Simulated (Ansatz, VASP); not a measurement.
**C in VASP and in Ansatz**

The input INCAR:

```
PREC     = Accurate       # precision mode
ENCUT    = 520            # plane-wave cutoff, eV
EDIFF    = 1E-6           # SCF threshold, eV
ISMEAR   = 0              # smearing method
SIGMA    = 0.15           # smearing width, eV
LREAL    = False          # projectors in reciprocal space
LASPH    = True           # aspherical terms in the spheres
NELM     = 60             # most SCF steps
ALGO     = Normal         # electronic algorithm
ISIF     = 2              # what is computed and relaxed
LWAVE    = False          # write WAVECAR
LCHARG   = False          # write CHGCAR
GGA      = PS             # functional
NBANDS   = 16             # bands
```

File KPOINTS:

```
regular mesh
0
Gamma
  21 21 6
```

POSCAR

```
C
1.0
    1.2969966211     -2.0729238673      0.0000000000
    1.2969966211      2.0729238673      0.0000000000
    0.0000000000      0.0000000000      7.1832059132
C
4
Direct
    0.0833216498      0.9166783502      0.7498439858
    0.5833216498      0.4166783502      0.2501560142
    0.9166783502      0.0833216498      0.2501560142
    0.4166783502      0.5833216498      0.7498439858
```

Input for Ansatz:

```yaml
crystal:
  lattice:
    - [1.2969966211, -2.0729238673, 0.0]
    - [1.2969966211, 2.0729238673, 0.0]
    - [0.0, 0.0, 7.1832059132]
  atoms:
    - { symbol: C, position: [0.0833216498, 0.9166783502, 0.7498439858] }
    - { symbol: C, position: [0.5833216498, 0.4166783502, 0.2501560142] }
    - { symbol: C, position: [0.9166783502, 0.0833216498, 0.2501560142] }
    - { symbol: C, position: [0.4166783502, 0.5833216498, 0.7498439858] }
basis:
  ecutwfc: 520.0
kpoints:
  mp_grid: { grid: [21, 21, 6] }
hamiltonian:
  xc: pbesol
  pseudopotentials: { kind: paw, azcp: { folder: soft_1 } }
scf:
  occupations: { method: gaussian, width: 0.15 }
output:
  forces: true
  stress: true
  eigenvalues: true
```

Change from the starting cell: volume 9.656 Å^3 an atom, stretch along a over the lengths across it, relative to the relaxed cell 1.0835.

Alike in both runs: task single point; functional PBEsol; k mesh 21 × 21 × 6; occupations gaussian, width 0.15 eV; no spin polarisation.

|  | VASP | Ansatz |
| --- | --- | --- |
| version | VASP 6.6.1 | Ansatz 0.2.0 |
| potentials or method | VASP PAW PBE potentials, release 64 (C), cutoff 520 eV | scalar-relativistic, plane waves, PAW |
| valence electrons in the cell | 16 | 16 |

Ansatz gave:

- gap on the k mesh at the Fermi level (eV): 0.08
- least direct gap on the mesh (eV): 0.41
- pressure (GPa): -8.4
- traceless stress, the component that is largest in VASP (GPa): -36.17
- rms of the force components (eV/Å): 0.532

Q: What did VASP give for the same quantities?

A: gap on the k mesh at the Fermi level (eV): 0.08; least direct gap on the mesh (eV): 0.41; pressure (GPa): -7.7; traceless stress, the component that is largest in VASP (GPa): -35.93; rms of the force components (eV/Å): 0.544.

VASP's potentials were made for PBE, not for PBEsol, and Ansatz warns of the same on its side. Atom by atom the forces differ by 0.012 eV/Å (rms over components). With one functional, cell and mesh, what is left measures potentials, basis and numerics.
